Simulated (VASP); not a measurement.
# NaH (I4mm) in VASP: notebook

NaH is run at these levels: PBE; tasks: single point.

Program: VASP 6.6.1. These are calculated values, not measurements. Logs are shortened: lines on timing, memory, paths and dates and some standing lists are left out, and cuts for length are marked.

## Step 1: The cell of the first run

Symmetry: I4mm, No. 107, tetragonal system. Conventional cell: a = 3.451 Å, b = 3.451 Å, c = 4.880 Å, α = 90.00°, β = 90.00°, γ = 90.00°. Na (site symmetry 4mm) has 6 H at 2.14 to 2.74 Å within 2.8 Å. Within 2.8 Å of H (site symmetry 4mm) lie 6 Na at 2.14 to 2.74 Å.

## Step 2: Single point, PBE

Contents of INCAR:

```
ALGO     = Normal         # electronic algorithm
EDIFF    = 1E-7           # SCF threshold, eV
ENCUT    = 520            # plane-wave cutoff, eV
GGA      = PE             # functional
ISIF     = 2              # what is computed and relaxed
ISMEAR   = 0              # smearing method
LASPH    = True           # aspherical terms in the spheres
LCHARG   = False          # write CHGCAR
LREAL    = False          # projectors in reciprocal space
LWAVE    = False          # write WAVECAR
NBANDS   = 11             # bands
NELM     = 60             # most SCF steps
PREC     = Accurate       # precision mode
SIGMA    = 0.05           # smearing width, eV
```

Contents of KPOINTS:

```
k-points
0
Gamma
  8 8 8
```

Contents of POSCAR:

```
NaH
1.0
    0.0000000000      2.4400000000      2.4400000000
    2.4400000000      0.0000000000      2.4400000000
    2.4400000000      2.4400000000      0.0000000000
Na H
1 1
Direct
    0.0614754098      0.0614754098     -0.0614754098
    0.5000000000      0.5000000000      0.5000000000
```

Potentials or basis: VASP PAW PBE potentials, release 64 (Na_pv, H).

The run is started by

```
> cat potpaw_PBE.64/Na_pv/POTCAR potpaw_PBE.64/H/POTCAR > POTCAR
> mpirun -np 1 vasp_std > vasp.out
```

OUTCAR:

```text
EDIFF = 1E-7
   ENCUT = 520
   GGA = PE
   ISIF = 2
   ISMEAR = 0
   LASPH = True
   LREAL = False
   NELM = 60
   PREC = Accurate

 ion  position               nearest neighbor table
   1  0.061  0.061  0.939-
   2  0.500  0.500  0.500-

  LATTYP: Found a face centered cubic cell.
 ALAT       =     4.8800000000

  Lattice vectors:

 A1 = (   0.0000000000,   2.4400000000,   2.4400000000)
 A2 = (   2.4400000000,   0.0000000000,   2.4400000000)
 A3 = (   2.4400000000,   2.4400000000,   0.0000000000)

Analysis of symmetry for initial positions (statically):
=====================================================================
 Subroutine PRICEL returns:
 Original cell was already a primitive cell.

 Routine SETGRP: Setting up the symmetry group for a
 face centered cubic supercell.

 Subroutine GETGRP returns: Found  8 space group operations
 (whereof  8 operations were pure point group operations)
 out of a pool of 48 trial point group operations.

The static configuration has the point symmetry C_4v.

Analysis of symmetry for dynamics (positions and initial velocities):
=====================================================================
 Subroutine PRICEL returns:
 Original cell was already a primitive cell.

 Routine SETGRP: Setting up the symmetry group for a
 face centered cubic supercell.

 Subroutine GETGRP returns: Found  8 space group operations
 (whereof  8 operations were pure point group operations)
 out of a pool of 48 trial point group operations.

The dynamic configuration has the point symmetry C_4v.

 Subroutine INISYM returns: Found  8 space group operations
 (whereof  8 operations are pure point group operations),
 and found     1 'primitive' translations

----------------------------------------------------------------------------------------

                                     Primitive cell

  volume of cell :      29.0536

  direct lattice vectors                    reciprocal lattice vectors
     0.000000000  2.440000000  2.440000000    -0.204918033  0.204918033  0.204918033
     2.440000000  0.000000000  2.440000000     0.204918033 -0.204918033  0.204918033
     2.440000000  2.440000000  0.000000000     0.204918033  0.204918033 -0.204918033

  length of vectors
     3.450681092  3.450681092  3.450681092     0.354928444  0.354928444  0.354928444

  position of ions in fractional coordinates (direct lattice)
     0.061475410  0.061475410  0.938524590
     0.500000000  0.500000000  0.500000000

  ion indices of the primitive-cell ions
   primitive index   ion index
                 1           1
                 2           2

----------------------------------------------------------------------------------------

 KPOINTS: k-points

Automatic generation of k-mesh.
 Grid dimensions read from file:
 generate k-points for:    8    8    8

 Generating k-lattice:

  Cartesian coordinates                     Fractional coordinates (reciprocal lattice)
    -0.025614754  0.025614754  0.025614754     0.125000000  0.000000000  0.000000000
     0.025614754 -0.025614754  0.025614754     0.000000000  0.125000000  0.000000000
     0.025614754  0.025614754 -0.025614754     0.000000000  0.000000000  0.125000000

  Length of vectors
     0.044366056  0.044366056  0.044366056

  Shift w.r.t. Gamma in fractional coordinates (k-lattice)
     0.000000000  0.000000000  0.000000000

 Subroutine IBZKPT returns following result:
 ===========================================

 Found     59 irreducible k-points:

 Following reciprocal coordinates:
            Coordinates               Weight
  0.000000  0.000000  0.000000      1.000000
  0.125000  0.000000  0.000000      8.000000
  0.250000  0.000000  0.000000      8.000000
  0.375000  0.000000  0.000000      8.000000
  0.500000  0.000000  0.000000      4.000000
  0.125000  0.125000  0.000000      2.000000
[... 16 lines left out ...]
  0.000000  0.375000  0.250000     16.000000
  0.500000  0.250000  0.000000      8.000000
 [... further k-points ...]
   k-points           NKPTS =     59   k-points in BZ     NKDIM =     59   number of bands    NBANDS=     11
   number of dos      NEDOS =    301   number of ions     NIONS =      2
   total plane-waves  NPLWV =  21952
   dimension x,y,z NGX =    28 NGY =   28 NGZ =   28
   dimension x,y,z NGXF=    56 NGYF=   56 NGZF=   56
   ions per type =               1   1
   NGX,Y,Z   is equivalent  to a cutoff of  13.49, 13.49, 13.49 a.u.
   NGXF,Y,Z  is equivalent  to a cutoff of  26.98, 26.98, 26.98 a.u.
 SYSTEM =  unknown system
   PREC   = accura    normal or accurate (medium, high low for compatibility)
   ISTART =      0    job   : 0-new  1-cont  2-samecut
   ICHARG =      2    charge: 1-file 2-atom 10-const
   ISPIN  =      1    spin polarized calculation?
   LNONCOLLINEAR =      F non collinear calculations
   LSORBIT =      F    spin-orbit coupling
   LASPH  =      T    aspherical Exc in radial PAW
[... 31 lines left out ...]
   LEPSILON=     F    determine dielectric tensor
   LRPA    =     F    only Hartree local field effects (RPA)
 non-spin polarized calculation
 Gauss-broadening in eV      SIGMA  =   0.05
  energy-cutoff  :      520.00
  volume of cell :       29.05
 maximum number of plane-waves:       817
 NGX is ok and might be reduce to    28
   NGX = 13   NGY = 13   NGZ = 13

 number of electron       7.9999998 magnetization

 Free energy of the ion-electron system (eV)
  ---------------------------------------------------
  ext. energy  EPLUGINS =         0.00000000
  ---------------------------------------------------
  free energy    TOTEN  =        -5.04459129 eV

  energy without entropy =       -5.04459129  energy(sigma->0) =       -5.04459129

 E-fermi :  -0.8965     XC(G=0):  -7.6554

 val. band max:       -1.1943119006   @ k =   0.2500  -0.2500   0.5000
 cond. band min:       2.4999898497   @ k =   0.5000   0.0000   0.0000
 fundamental gap:      3.6943017503
 Fermi energy:        -0.8965187831

 k-point     1 :       0.0000    0.0000    0.0000
  band No.  band energies     occupation
      1     -23.3351      2.00000
      2     -23.3351      2.00000
      3     -23.3288      2.00000
      4      -4.7303      2.00000
      5       8.7887      0.00000
      6      13.9015      0.00000
      7      13.9015      0.00000
      8      14.2247      0.00000
      9      15.3065      0.00000
     10      15.3065      0.00000
     11      15.3330      0.00000

 k-point     2 :       0.1250    0.0000    0.0000
  band No.  band energies     occupation
      1     -23.3463      2.00000
      2     -23.3366      2.00000
      3     -23.3318      2.00000
      4      -4.4690      2.00000
      5       7.9638      0.00000
      6      11.6392      0.00000
      7      13.2823      0.00000
      8      13.5145      0.00000
      9      15.6896      0.00000
     10      16.1104      0.00000
     11      16.5068      0.00000

 k-point     3 :       0.2500    0.0000    0.0000
  band No.  band energies     occupation
      1     -23.3762      2.00000
      2     -23.3403      2.00000
      3     -23.3358      2.00000
      4      -3.7264      2.00000
      5       5.8114      0.00000
      6      10.1134      0.00000
      7      12.5789      0.00000
      8      12.7869      0.00000
      9      15.8772      0.00000
     10      15.9523      0.00000
     11      17.3061      0.00000

 k-point     4 :       0.3750    0.0000    0.0000
  band No.  band energies     occupation
      1     -23.4060      2.00000
      2     -23.3440      2.00000
      3     -23.3395      2.00000
      4      -2.6880      2.00000
      5       3.5730      0.00000
      6       9.4819      0.00000
      7      12.1596      0.00000
      8      12.3697      0.00000
      9      15.1163      0.00000
     10      15.1358      0.00000
     11      17.4728      0.00000
[... 239 lines left out ...]
 k-point    22 :       0.3750    0.2500    0.0000
  band No.  band energies     occupation
      1     -23.3882      2.00000
      2     -23.3554      2.00000
      3     -23.3542      2.00000
      4      -2.6581      2.00000
      5       4.9491      0.00000
      6       8.0236      0.00000
      7      10.1464      0.00000
      8      11.2038      0.00000
      9      13.1467      0.00000
     10      18.6003      0.00000
     11      19.9172      0.00000

 k-point    23 :       0.0000    0.3750    0.2500
  band No.  band energies     occupation
      1     -23.3922      2.00000
      2     -23.3555      2.00000
      3     -23.3493      2.00000
      4      -2.6538      2.00000
      5       4.8788      0.00000
      6       8.0246      0.00000
      7      10.1017      0.00000
      8      11.2359      0.00000
      9      13.4611      0.00000
     10      18.2866      0.00000
     11      19.9976      0.00000

 k-point    24 :       0.5000    0.2500    0.0000
  band No.  band energies     occupation
      1     -23.4005      2.00000
      2     -23.3644      2.00000
      3     -23.3549      2.00000
      4      -1.8227      2.00000
      5       3.7847      0.00000
      6       6.5010      0.00000
      7      10.1899      0.00000
      8      10.9606      0.00000
      9      15.3857      0.00000
     10      18.4605      0.00000
     11      18.7774      0.00000

 [... further k-points ...]
[... 5 lines left out ...]
  --------------------------------------------------------------------------------------
  -------------------------------------------------------------------------------------
  Total       -0.1593161     -0.1593161      0.3483392      0.0000000      0.0000000      0.0000000
  in kB       -8.7855890     -8.7855890     19.2093858      0.0000000      0.0000000      0.0000000
  external PRESSURE =       0.5460693 kB  Pullay stress =       0.0000000 kB

 VOLUME and BASIS-vectors are now :
 -----------------------------------------------------------------------------
  energy-cutoff  :      520.00
  volume of cell :       29.05
      direct lattice vectors                 reciprocal lattice vectors
     0.000000000  2.440000000  2.440000000    -0.204918033  0.204918033  0.204918033
     2.440000000  0.000000000  2.440000000     0.204918033 -0.204918033  0.204918033
     2.440000000  2.440000000  0.000000000     0.204918033  0.204918033 -0.204918033

 POSITION                                       TOTAL-FORCE (eV/Angst)
 -----------------------------------------------------------------------------------
      2.44000      2.44000      0.30000         0.000000      0.000000     -0.322150
      2.44000      2.44000      2.44000         0.000000      0.000000      0.322150
 -----------------------------------------------------------------------------------
    total drift:                               -0.000000     -0.000000     -0.000209

  FREE ENERGIE OF THE ION-ELECTRON SYSTEM (eV)
  ---------------------------------------------------
  free  energy   TOTEN  =        -5.0445912919 eV

  energy  without entropy=       -5.0445912919  energy(sigma->0) =       -5.04459129
```

It took 14 s on 1 thread of Intel Xeon Platinum 8488C (Sapphire Rapids), shared host; peak memory 0.15 GiB.

What came out:

```
Free energy            : -5.0446 eV
Pressure               : 0.1 GPa
Largest force          : 0.322 eV/Å
Band gap on the k mesh : 3.69 eV, indirect (least direct gap 4.55 eV)
```

Forces on the atoms (eV/Å):
```
Na   0.000  0.000 -0.322
H    0.000  0.000  0.322
```

Caveat: the cell differs from its parent crystal (all Na atoms moved -0.300 Å, as atom 1 towards its neighbour atom 2 (H) at 2.440 Å).

## Step 3: Single point, PBE

Contents of INCAR:

```
SYSTEM = NaH
PREC = Accurate
ENCUT = 520
EDIFF = 1E-6
ISMEAR = 0
SIGMA = 0.05
LREAL = .FALSE.
LASPH = .TRUE.
NELM = 80
ALGO = Normal
ISIF = 2
LWAVE = .FALSE.
LCHARG = .TRUE.
GGA = PE
LELF = .TRUE.
LVHAR = .TRUE.
NBANDS = 11
```

Contents of KPOINTS:

```
Automatic mesh
0
G
  8 8 8
  0 0 0
```

Edit POSCAR of step 2 so:

```diff
@@ -8,3 +8,3 @@
 Direct
-    0.0614754098      0.0614754098     -0.0614754098
+   -0.0461065574     -0.0461065574      0.0461065574
     0.5000000000      0.5000000000      0.5000000000
```

Potentials or basis: VASP PAW PBE potentials, release 64 (Na_pv, H).

The run is started by

```
> cat potpaw_PBE.64/Na_pv/POTCAR potpaw_PBE.64/H/POTCAR > POTCAR
> mpirun -np 1 vasp_std > vasp.out
```

Run time: 14 s. Hardware: 1 thread of Intel Xeon Platinum 8488C (Sapphire Rapids), shared host; peak memory 0.15 GiB.

It converged, with:

```yaml
Free_energy: -5.0644 eV
Pressure: -0.3 GPa
Largest_force: 0.211 eV/Å
Band_gap_on_the_k_mesh: 3.70 eV, indirect (least direct gap 4.55 eV)
```

Forces in eV/Å, atoms in the order of the input:
```
Na   0.000  0.000  0.211
H    0.000  0.000 -0.211
```

Stress tensor (GPa, compression positive):
```
-0.80  0.00  0.00
 0.00 -0.80  0.00
 0.00  0.00  0.75
```

Levels at points of the mesh, in eV from the valence-band top:
```csv
k point,band 2,band 3,band 4,band 5,band 6,band 7
"(0.00, 0.00, 0.00)",-22.15,-22.14,-3.54,10.06,15.20,15.20
"(0.50, 0.00, 0.00)",-22.16,-22.15,-0.85,3.70,10.53,13.21
"(0.50, 0.50, 0.00)",-22.18,-22.18,-0.19,4.63,9.92,10.49
"(0.00, 0.50, 0.50)",-22.18,-22.17,-0.17,4.58,9.80,10.18
```

Caveat: the cell differs from its parent crystal (all Na atoms moved +0.225 Å, as atom 1 towards its neighbour atom 2 (H) at 2.440 Å). A k mesh can miss the band edges.

## Step 4: Single point, PBE

Contents of INCAR:

```
SYSTEM = NaH
PREC     = Accurate       ! precision mode
ENCUT    = 520            ! plane-wave cutoff, eV
EDIFF    = 1E-6           ! SCF threshold, eV
ISMEAR   = 0              ! smearing method
SIGMA    = 0.05           ! smearing width, eV
LREAL    = .FALSE.        ! projectors in reciprocal space
LASPH    = .TRUE.         ! aspherical terms in the spheres
NELM     = 100            ! most SCF steps
ALGO     = Normal         ! electronic algorithm
ISIF     = 2              ! what is computed and relaxed
LWAVE    = .FALSE.        ! write WAVECAR
LCHARG   = .FALSE.        ! write CHGCAR
GGA      = PE             ! functional
NBANDS   = 11             ! bands
```

Contents of KPOINTS:

```
regular mesh
0
G
  8 8 8
  0 0 0
```

Edit POSCAR of step 3 so:

```diff
@@ -8,3 +8,3 @@
 Direct
-   -0.0461065574     -0.0461065574      0.0461065574
+    0.0307377049      0.0307377049     -0.0307377049
     0.5000000000      0.5000000000      0.5000000000
```

The run is started by

```
> cat potpaw_PBE.64/Na_pv/POTCAR potpaw_PBE.64/H/POTCAR > POTCAR
> mpirun -np 1 vasp_std > vasp.out
```

It took 11 s on 1 thread of Intel Xeon Platinum 8488C (Sapphire Rapids), shared host; peak memory 0.15 GiB.

The run converged. Its results:

```yaml
Free_energy: -5.0769 eV
Pressure: -0.5 GPa
Largest_force: 0.127 eV/Å
Band_gap_on_the_k_mesh: 3.71 eV, indirect (least direct gap 4.55 eV)
```

Forces in eV/Å, atoms in the order of the input:
```
Na   0.000  0.000 -0.127
H    0.000  0.000  0.127
```

Stress tensor (GPa, compression positive):
```
-0.74  0.00  0.00
 0.00 -0.74  0.00
 0.00  0.00 -0.05
```

Levels at points of the mesh, in eV from the valence-band top:
```tsv
k point	band 2	band 3	band 4	band 5	band 6	band 7
(0.00, 0.00, 0.00)	-22.15	-22.15	-3.54	10.12	15.29	15.29
(0.50, 0.00, 0.00)	-22.16	-22.16	-0.84	3.71	10.56	13.21
(0.50, 0.50, 0.00)	-22.18	-22.18	-0.18	4.60	9.92	10.49
(0.00, 0.50, 0.50)	-22.18	-22.18	-0.17	4.58	9.86	10.33
```

Caveat: the cell differs from its parent crystal (all Na atoms moved -0.150 Å, as atom 1 towards its neighbour atom 2 (H) at 2.440 Å). A k mesh can miss the band edges.

## Step 5: Single point, PBE

Contents of INCAR:

```
  PREC = Accurate
  ENCUT = 520
  EDIFF = 1E-7
  ISMEAR = 0
  SIGMA = 0.05
  LREAL = False
  LASPH = True
  NELM = 100
  ALGO = Normal
  ISIF = 2
  LWAVE = False
  LCHARG = False
  GGA = PE
  NBANDS = 11
```

Contents of KPOINTS:

```
regular mesh
0
Gamma
  8 8 8
```

Edit POSCAR of step 4 so:

```diff
@@ -8,3 +8,3 @@
 Direct
-    0.0307377049      0.0307377049     -0.0307377049
+   -0.0537909836     -0.0537909836      0.0537909836
     0.5000000000      0.5000000000      0.5000000000
```

The run is started by

```
> cat potpaw_PBE.64/Na_pv/POTCAR potpaw_PBE.64/H/POTCAR > POTCAR
> mpirun -np 1 vasp_std > vasp.out
```

Wall time 13 s (1 thread of Intel Xeon Platinum 8488C (Sapphire Rapids), shared host); peak memory 0.15 GiB.

It converged, with:

```
Free energy            : -5.0555 eV
Pressure               : -0.1 GPa
Largest force          : 0.263 eV/Å
Band gap on the k mesh : 3.70 eV, indirect (least direct gap 4.55 eV)
```

Forces on the atoms (eV/Å):
```
Na   0.000  0.000  0.263
H    0.000  0.000 -0.263
```

Stress tensor (GPa, compression positive):
```
-0.83  0.00  0.00
 0.00 -0.83  0.00
 0.00  0.00  1.29
```

Levels at points of the mesh, in eV from the valence-band top:
```csv
k point,band 2,band 3,band 4,band 5,band 6,band 7
"(0.00, 0.00, 0.00)",-22.14,-22.14,-3.54,10.02,15.15,15.15
"(0.50, 0.00, 0.00)",-22.15,-22.15,-0.85,3.70,10.52,13.22
"(0.50, 0.50, 0.00)",-22.17,-22.17,-0.19,4.64,9.92,10.49
"(0.00, 0.50, 0.50)",-22.17,-22.17,-0.17,4.58,9.77,10.10
```

Caveat: the cell differs from its parent crystal (all Na atoms moved +0.263 Å, as atom 1 towards its neighbour atom 2 (H) at 2.440 Å).

## Step 6: Single point, PBE

Contents of INCAR:

```
SYSTEM = NaH
  PREC = Accurate
  ENCUT = 520
  EDIFF = 1E-6
  ISMEAR = 0
  SIGMA = 0.05
  LREAL = .FALSE.
  LASPH = .TRUE.
  NELM = 60
  ALGO = Normal
  ISIF = 2
  LWAVE = .FALSE.
  LCHARG = .FALSE.
  GGA = PE
  NBANDS = 11
```

Contents of KPOINTS:

```
regular mesh
0
G
  8 8 8
  0 0 0
```

Edit POSCAR of step 5 so:

```diff
@@ -8,3 +8,3 @@
 Direct
-   -0.0537909836     -0.0537909836      0.0537909836
+   -0.0384221311     -0.0384221311      0.0384221311
     0.5000000000      0.5000000000      0.5000000000
```

Potentials or basis: VASP PAW PBE potentials, release 64 (Na_pv, H).

The run is started by

```
> cat potpaw_PBE.64/Na_pv/POTCAR potpaw_PBE.64/H/POTCAR > POTCAR
> mpirun -np 1 vasp_std > vasp.out
```

It took 13 s on 1 thread of Intel Xeon Platinum 8488C (Sapphire Rapids), shared host; peak memory 0.15 GiB.

Results (log left out):

| Quantity | Value |
| --- | --- |
| Free energy | -5.0715 eV |
| Pressure | -0.4 GPa |
| Largest force | 0.167 eV/Å |
| Band gap on the k mesh | 3.71 eV, indirect (least direct gap 4.55 eV) |

Forces on the atoms (eV/Å):
```
Na   0.000  0.000  0.167
H    0.000  0.000 -0.167
```

Stress tensor (GPa, compression positive):
```
-0.76  0.00  0.00
 0.00 -0.76  0.00
 0.00  0.00  0.31
```

Levels at points of the mesh, in eV from the valence-band top:
| k point | band 1 | band 2 | band 3 | band 4 | band 5 | band 6 | band 7 | band 8 | band 9 |
| --- | --- | --- | --- | --- | --- | --- | --- | --- | --- |
| (0.00, 0.00, 0.00) | -22.15 | -22.15 | -22.15 | -3.54 | 10.09 | 15.25 | 15.25 | 15.40 | 16.31 |
| (0.50, 0.00, 0.00) | -22.23 | -22.16 | -22.16 | -0.85 | 3.71 | 10.55 | 13.21 | 13.30 | 16.04 |
| (0.50, 0.50, 0.00) | -22.22 | -22.18 | -22.18 | -0.18 | 4.61 | 9.92 | 10.49 | 10.49 | 11.41 |
| (0.00, 0.50, 0.50) | -22.22 | -22.18 | -22.18 | -0.17 | 4.58 | 9.83 | 10.26 | 10.59 | 11.73 |

Caveat: the cell differs from its parent crystal (all Na atoms moved +0.188 Å, as atom 1 towards its neighbour atom 2 (H) at 2.440 Å). A k mesh can miss the band edges.
